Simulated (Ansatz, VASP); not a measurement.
## Sn in VASP and in Ansatz

```
CELL_PARAMETERS angstrom
-2.04622 2.04622 1.81887
2.04622 -2.04622 1.81887
2.04622 2.04622 -1.81887
ATOMIC_POSITIONS crystal
Sn 0.00000 0.00000 0.00000
```

Change from the starting cell: strain +0.080 along x and y, -0.040 along z, atoms carried along.

Alike in both runs: task single point; functional PBEsol; dispersion D3(BJ); k mesh 18 × 18 × 18; occupations gaussian, width 0.15 eV; no spin polarisation.

|  | VASP | Ansatz |
| --- | --- | --- |
| version | VASP 6.6.1 | Ansatz 0.2.0 |
| potentials or method | VASP PAW PBE potentials, release 64 (Sn_d), cutoff 520 eV | scalar-relativistic, plane waves, PAW |
| valence electrons in the cell | 14 | 14 |

```csv
,VASP,Ansatz,Ansatz less VASP
gap on the k mesh at the Fermi level (eV),none,none,-
pressure (GPa),-7.6,-7.7,-0.04
"traceless stress, the component that is largest in VASP (GPa)",-0.45,-0.45,-0.004
```

VASP's potentials were made for PBE, not for PBEsol. A gap of «none» marks a metal or a gap that the smearing closes.
